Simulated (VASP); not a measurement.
# Ge (Imma) in VASP: further runs, part 2 of 2

VASP 6.6.1. Earlier steps stand in the parts before.

### 3 Single point, PBEsol (strain +0.0175 x Voigt [0, 1, 0, 0, 0, 0])

Contents of INCAR:

```
PREC     = Accurate       # precision mode
ENCUT    = 520            # plane-wave cutoff, eV
EDIFF    = 1E-6           # SCF threshold, eV
ISMEAR   = 0              # smearing method
SIGMA    = 0.15           # smearing width, eV
LREAL    = F              # projectors in reciprocal space
LASPH    = T              # aspherical terms in the spheres
NELM     = 80             # most SCF steps
ALGO     = Normal         # electronic algorithm
ISIF     = 2              # what is computed and relaxed
LWAVE    = F              # write WAVECAR
LCHARG   = F              # write CHGCAR
GGA      = PS             # functional
NBANDS   = 21             # bands
```

Contents of KPOINTS:

```
Automatic mesh
0
Gamma
  20 20 20
```

Contents of POSCAR:

```
Ge
1.0
   -2.4958980000      2.6972531025      1.4369470000
    2.4958980000     -2.6972531025      1.4369470000
    2.4958980000      2.6972531025     -1.4369470000
Ge
2
Direct
    0.1859430000      0.9359430000      0.2500000000
    0.8140570000      0.0640570000      0.7500000000
```

Potentials or basis: VASP PAW PBE potentials, release 64 (Ge_d).

Launch:

```console
> cat potpaw_PBE.64/Ge_d/POTCAR > POTCAR
> mpirun -np 1 vasp_std > vasp.out
```

OUTCAR:

```text
PREC = Accurate
   ENCUT = 520
   EDIFF = 1E-6
   ISMEAR = 0
   LREAL = F
   LASPH = T
   NELM = 80
   ISIF = 2
   GGA = PS

 ion  position               nearest neighbor table
   1  0.186  0.936  0.250-   2 2.72   2 2.72   2 2.72   2 2.72
   2  0.814  0.064  0.750-   1 2.72   1 2.72   1 2.72   1 2.72

  LATTYP: Found a body centered orthorhombic cell.
 ALAT       =     2.8738940000
 B/A-ratio  =     1.7369450648
 C/A-ratio  =     1.8770720858

  Lattice vectors:

 A1 = (   2.4958980000,  -2.6972531025,   1.4369470000)
 A2 = (  -2.4958980000,  -2.6972531025,  -1.4369470000)
 A3 = (   2.4958980000,   2.6972531025,  -1.4369470000)

Analysis of symmetry for initial positions (statically):
=====================================================================
 Subroutine PRICEL returns:
 Original cell was already a primitive cell.

 Routine SETGRP: Setting up the symmetry group for a
 body centered orthorhombic supercell.

 Subroutine GETGRP returns: Found  8 space group operations
 (whereof  4 operations were pure point group operations)
 out of a pool of  8 trial point group operations.

The static configuration has the point symmetry C_2h.
 The point group associated with its full space group is D_2h.

Analysis of symmetry for dynamics (positions and initial velocities):
=====================================================================
 Subroutine PRICEL returns:
 Original cell was already a primitive cell.

 Routine SETGRP: Setting up the symmetry group for a
 body centered orthorhombic supercell.

 Subroutine GETGRP returns: Found  8 space group operations
 (whereof  4 operations were pure point group operations)
 out of a pool of  8 trial point group operations.

The dynamic configuration has the point symmetry C_2h.
[... 113 lines left out ...]
   EMIN   =  10.00;   EMAX   =-10.00  energy-range for DOS
   EFERMI =   0.00;   METHOD = LEGACY
   ISMEAR =     0;   SIGMA  =   0.15  broadening in eV -4-tet -1-fermi 0-gaus
   EFERMI_NEDOS =   21; number of points for ismear=-14 and -15
   IALGO  =     38    algorithm
   IMIX   =      4    mixing-type and parameters
     AMIX     =   0.40;   BMIX     =  1.00
     AMIX_MAG =   1.60;   BMIX_MAG =  1.00
  volume/ion in A,a.u.               =      19.35       130.56
  Fermi-wavevector in a.u.,A,eV,Ry     =   1.469753  2.777431 29.390958  2.160174
  Thomas-Fermi vector in A             =   2.585093
   LORBIT       =      0    0 simple, 1 ext, 2 COOP (PROOUT), +10 PAW based schemes
   GGA     = PS    functional components
   LHFCALC =     F    Hartree Fock is set to
   AEXX    =    0.0000 exact exchange contribution
   IVDW    =     0    specifies the selected vdW correction
   LEPSILON=     F    determine dielectric tensor
   LRPA    =     F    only Hartree local field effects (RPA)
 non-spin polarized calculation
 Gauss-broadening in eV      SIGMA  =   0.15
  energy-cutoff  :      520.00
  volume of cell :       38.69
 maximum number of plane-waves:      1062
 NGX is ok and might be reduce to    30
   NGX = 15   NGY = 15   NGZ = 15

 number of electron      28.0000024 magnetization

 Free energy of the ion-electron system (eV)
  ---------------------------------------------------
  ext. energy  EPLUGINS =         0.00000000
  ---------------------------------------------------
  free energy    TOTEN  =        -9.49812454 eV

  energy without entropy =       -9.48866021  energy(sigma->0) =       -9.49339237

 E-fermi :   6.1881     XC(G=0): -11.2528

 val. band max:        6.1848826410   @ k =   0.1000   0.1000   0.1000
 cond. band min:       6.1887677948   @ k =  -0.4500   0.2000   0.0000
 fundamental gap:      0.0038851538
 Fermi energy:         6.1880791130

 k-point     1 :       0.0000    0.0000    0.0000
  band No.  band energies     occupation
      1     -18.4473      2.00000
      2     -18.3856      2.00000
      3     -18.3815      2.00000
      4     -18.3734      2.00000
      5     -18.3452      2.00000
      6     -18.3043      2.00000
[... 565 lines left out ...]
     20      15.0674      0.00000
     21      19.6048      0.00000

 [... further k-points ...]

------------------------ aborting loop because EDIFF is reached ----------------------------------------

  FORCE on cell =-STRESS in cart. coord.  units (eV):
  Direction    XX          YY          ZZ          XY          YZ          ZX
  --------------------------------------------------------------------------------------
  -------------------------------------------------------------------------------------
  Total       -0.5644878     -1.3899649     -0.6925367      0.0000000     -0.0000000      0.0000000
  in kB      -23.3730765    -57.5526238    -28.6750438      0.0000000     -0.0000000      0.0000000
  external PRESSURE =     -36.5335814 kB  Pullay stress =       0.0000000 kB

 VOLUME and BASIS-vectors are now :
 -----------------------------------------------------------------------------
  energy-cutoff  :      520.00
  volume of cell :       38.69
      direct lattice vectors                 reciprocal lattice vectors
    -2.495898000  2.697253102  1.436947000     0.000000000  0.185373779  0.347959946
     2.495898000 -2.697253102  1.436947000     0.200328699  0.000000000  0.347959946
     2.495898000  2.697253102 -1.436947000     0.200328699  0.185373779  0.000000000

 POSITION                                       TOTAL-FORCE (eV/Angst)
 -----------------------------------------------------------------------------------
      2.49590     -1.34863      1.25285        -0.000000      0.000000     -0.017262
      0.00000      4.04588      0.18409         0.000000     -0.000000      0.017262
 -----------------------------------------------------------------------------------
    total drift:                                0.000000      0.000000     -0.000000

  FREE ENERGIE OF THE ION-ELECTRON SYSTEM (eV)
  ---------------------------------------------------
  free  energy   TOTEN  =        -9.4981245406 eV

  energy  without entropy=       -9.4886602074  energy(sigma->0) =       -9.49339237
```

Run time: 14 min. Hardware: 1 thread of Intel Xeon Platinum 8375C at 2.90GHz (Ice Lake), shared host; peak memory 0.77 GiB.

What came out:

```yaml
Free_energy: -9.4981 eV
Pressure: -3.7 GPa
Largest_force: 0.017 eV/Å
Band_gap_on_the_k_mesh: zero (band 14 reaches 8.72 eV, above the bottom of band 15 at 2.98 eV)
```

Forces in eV/Å, atoms in the order of the input:
```
Ge   0.000  0.000 -0.017
Ge   0.000  0.000  0.017
```

Caveat: the cell differs from its parent crystal (strain +0.0175 x Voigt [0, 1, 0, 0, 0, 0]); the PAW data sets were made with another functional, which shifts forces and pressure a little.

### 4 Single point, PBEsol (strain +0.0200 x Voigt [0, 1, 0, 0, 0, 0])

Contents of INCAR:

```
PREC = Accurate
ENCUT = 520
EDIFF = 1E-6
ISMEAR = 0
SIGMA = 0.15
LREAL = False
LASPH = True
NELM = 80
ALGO = Normal
ISIF = 2
LWAVE = False
LCHARG = False
GGA = PS
NBANDS = 21
```

KPOINTS is that of step 3.

Contents of POSCAR:

```
Ge
1.0
   -2.4958980000      2.7038802600      1.4369470000
    2.4958980000     -2.7038802600      1.4369470000
    2.4958980000      2.7038802600     -1.4369470000
Ge
2
Direct
    0.1859430000      0.9359430000      0.2500000000
    0.8140570000      0.0640570000      0.7500000000
```

Launch:

```console
> cat potpaw_PBE.64/Ge_d/POTCAR > POTCAR
> mpirun -np 1 vasp_std > vasp.out
```

Wall time 5 min (1 thread of Intel Xeon 6975P-C (Granite Rapids), shared host); peak memory 0.77 GiB.

Results (log left out):

- Free energy: -9.4947 eV
- Pressure: -3.8 GPa
- Largest force: 0.013 eV/Å
- Band gap on the k mesh: zero (band 14 reaches 8.70 eV, above the bottom of band 15 at 2.96 eV)

Forces in eV/Å, atoms in the order of the input:
```
Ge   0.000  0.000 -0.013
Ge   0.000  0.000  0.013
```

Stress tensor (GPa, compression positive):
```
-2.36  0.00  0.00
 0.00 -6.09  0.00
 0.00  0.00 -2.91
```

Levels at points of the mesh, in eV from the Fermi level:
```csv
k point,band 12,band 13,band 14,band 15,band 16,band 17
"(0.00, 0.00, 0.00)",-3.98,-2.45,-1.72,3.46,6.36,7.10
"(0.50, 0.00, 0.00)",-6.83,-1.87,-1.43,-0.71,1.57,2.95
"(0.00, 0.50, 0.00)",-5.80,-3.57,-2.34,-1.60,3.14,4.16
"(0.50, 0.50, 0.00)",-10.25,0.52,0.52,2.27,2.27,6.82
"(0.50, 0.50, 0.50)",-8.03,-5.71,-5.45,4.55,6.98,10.13
```

Caveat: the cell differs from its parent crystal (strain +0.0200 x Voigt [0, 1, 0, 0, 0, 0]); the PAW data sets were made with another functional, which shifts forces and pressure a little.

### 5 Summary

```tsv
cell	gap on the mesh (eV)	pressure (GPa)	largest force (eV/Å)
a = 3.923 Å, angles 101.0, 94.5, 137.0°, 2 atoms	none	-2.9	0.04
a = 3.946 Å, angles 101.5, 93.8, 137.3°, 2 atoms	none	-3.7	0.02
a = 3.950 Å, angles 101.6, 93.6, 137.3°, 2 atoms	none	-3.8	0.01
```

Alike in all rows: task single point; level PBEsol; potentials or basis VASP PAW PBE potentials, release 64 (Ge_d); no spin polarisation; k mesh 20 × 20 × 20; cutoff (eV) 520; smearing gaussian 0.15 eV.

Caveats: the PAW data sets were made with another functional, which shifts forces and pressure a little.

Absolute energies hang on the potentials; compare differences alone.
